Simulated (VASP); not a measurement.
Set up this calculation in VASP 6.6.1, as the native input.

```yaml
Task: equation of state
Functional: PBEsol
Potentials_or_basis: VASP PAW PBE potentials, release 64 (Si, O)
Cutoff: 520 eV
k_mesh: 5 × 5 × 8
Occupations: gaussian, width 0.03 eV
Spin: no spin polarisation
Tolerance_level: tight
Purpose: equation of state
Eos_scales: "[0.92, 0.96, 1.0, 1.04, 1.08]"
Further_INCAR_settings: ALGO = Normal; EDIFF = 1e-06; NSW = 0
```

The structure of SiO2 lies in POSCAR.step2:

```
SiO2
1.0
    4.1759570002      0.0000000000      0.0000000000
    0.0000000000      4.1759570002      0.0000000000
    0.0000000000      0.0000000000      2.6570919565
Si O
2 4
Direct
    0.0000000000      0.0000000000      0.0000000000
    0.5000000000      0.5000000000      0.5000000000
    0.8068390000      0.1931610000      0.5000000000
    0.3068390000      0.3068390000      0.0000000000
    0.1931610000      0.8068390000      0.5000000000
    0.6931610000      0.6931610000      0.0000000000
```

The structure of SiO2 lies in POSCAR.step3:

```
SiO2
1.0
    4.2331690000      0.0000000000      0.0000000000
    0.0000000000      4.2331690000      0.0000000000
    0.0000000000      0.0000000000      2.6934950000
Si O
2 4
Direct
    0.0000000000      0.0000000000      0.0000000000
    0.5000000000      0.5000000000      0.5000000000
    0.8068390000      0.1931610000      0.5000000000
    0.3068390000      0.3068390000      0.0000000000
    0.1931610000      0.8068390000      0.5000000000
    0.6931610000      0.6931610000      0.0000000000
```

The structure of SiO2 lies in POSCAR.step4:

```
SiO2
1.0
    4.2888749803      0.0000000000      0.0000000000
    0.0000000000      4.2888749803      0.0000000000
    0.0000000000      0.0000000000      2.7289397884
Si O
2 4
Direct
    0.0000000000      0.0000000000      0.0000000000
    0.5000000000      0.5000000000      0.5000000000
    0.8068390000      0.1931610000      0.5000000000
    0.3068390000      0.3068390000      0.0000000000
    0.1931610000      0.8068390000      0.5000000000
    0.6931610000      0.6931610000      0.0000000000
```

The structure of SiO2 lies in POSCAR.step5:

```
SiO2
1.0
    4.3431703009      0.0000000000      0.0000000000
    0.0000000000      4.3431703009      0.0000000000
    0.0000000000      0.0000000000      2.7634869975
Si O
2 4
Direct
    0.0000000000      0.0000000000      0.0000000000
    0.5000000000      0.5000000000      0.5000000000
    0.8068390000      0.1931610000      0.5000000000
    0.3068390000      0.3068390000      0.0000000000
    0.1931610000      0.8068390000      0.5000000000
    0.6931610000      0.6931610000      0.0000000000
```

The input as run:

POSCAR.step1

```
SiO2
1.0
    4.1171328689      0.0000000000      0.0000000000
    0.0000000000      4.1171328689      0.0000000000
    0.0000000000      0.0000000000      2.6196631405
Si O
2 4
Direct
    0.0000000000      0.0000000000      0.0000000000
    0.5000000000      0.5000000000      0.5000000000
    0.8068390000      0.1931610000      0.5000000000
    0.3068390000      0.3068390000      0.0000000000
    0.1931610000      0.8068390000      0.5000000000
    0.6931610000      0.6931610000      0.0000000000
```

INCAR

```
GGA = PS ; ISMEAR = 0
SIGMA = 0.03 ; LWAVE = False
LCHARG = False ; ISIF = 2
NSW = 0 ; PREC = Accurate
LASPH = True ; LREAL = False
ALGO = Normal ; EDIFF = 1E-6
NELM = 120 ; GGA_COMPAT = False
ENCUT = 520 ; EFERMI = MIDGAP
KPAR = 2
```

KPOINTS

```
Automatic mesh
0
Gamma
  5 5 8
  0 0 0
```

Potentials or basis: VASP PAW PBE potentials, release 64 (Si, O).

The run is started by

```bash
$ cat potpaw_PBE.64/Si/POTCAR potpaw_PBE.64/O/POTCAR > POTCAR
$ cp POSCAR.step1 POSCAR
$ mpirun -np 2 vasp_std > vasp.out
$ cp POSCAR.step2 POSCAR
$ mpirun -np 2 vasp_std > vasp.out
$ cp POSCAR.step3 POSCAR
$ mpirun -np 2 vasp_std > vasp.out
$ cp POSCAR.step4 POSCAR
$ mpirun -np 2 vasp_std > vasp.out
$ cp POSCAR.step5 POSCAR
$ mpirun -np 2 vasp_std > vasp.out
```

Results of the run:

- Equilibrium volume: 7.90 Å³/atom
- Bulk modulus at fixed shape and positions: 316 GPa
- Pressure derivative of the bulk modulus: 4.2 (rough: it moves with the points fitted)

Caveat: the cell was scaled at fixed shape and fractional positions, which overstates the stiffness of a crystal with free parameters, most of all of layers and chains; the PAW data sets were made with another functional, which shifts forces and pressure a little.

Run time: 50 s on 2 MPI ranks on Intel(R) Xeon(R) Platinum 8259CL CPU @ 2.50GHz (Skylake/Cascade Lake), on a shared host, peak memory 0.16 GiB a rank.
